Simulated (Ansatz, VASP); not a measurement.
# SnS2: VASP beside Ansatz

```xyz
3
Lattice="3.7044 0.0000 0.0000 -1.8522 3.2081 0.0000 0.0000 0.0000 6.9726" Properties=species:S:1:pos:R:3 pbc="T T T"
Sn    0.0000    0.0000    0.0000
S     0.0000    2.1387    1.4766
S     1.8522    1.0694    5.4960
```

Alike in both runs: functional PBE; k mesh 6 × 6 × 4; no spin polarisation.

Ansatz relaxed the structure, and its values are those at the end. VASP's run is a single point on that final structure, the one shown.

```csv
,VASP,Ansatz
version,VASP 6.6.1,Ansatz 0.2.0
potentials or method,"VASP PAW PBE potentials, release 64 (Sn_d, S), cutoff 500 eV","plane waves, PAW"
occupations,"gaussian, width 0.01 eV",fixed
valence electrons in the cell,26,26
```

VASP gave:

| Item | Value |
| --- | --- |
| pressure (GPa) | -0.1 |

Q: Estimate Ansatz's values.

A: Pressure (GPa): 0.0.
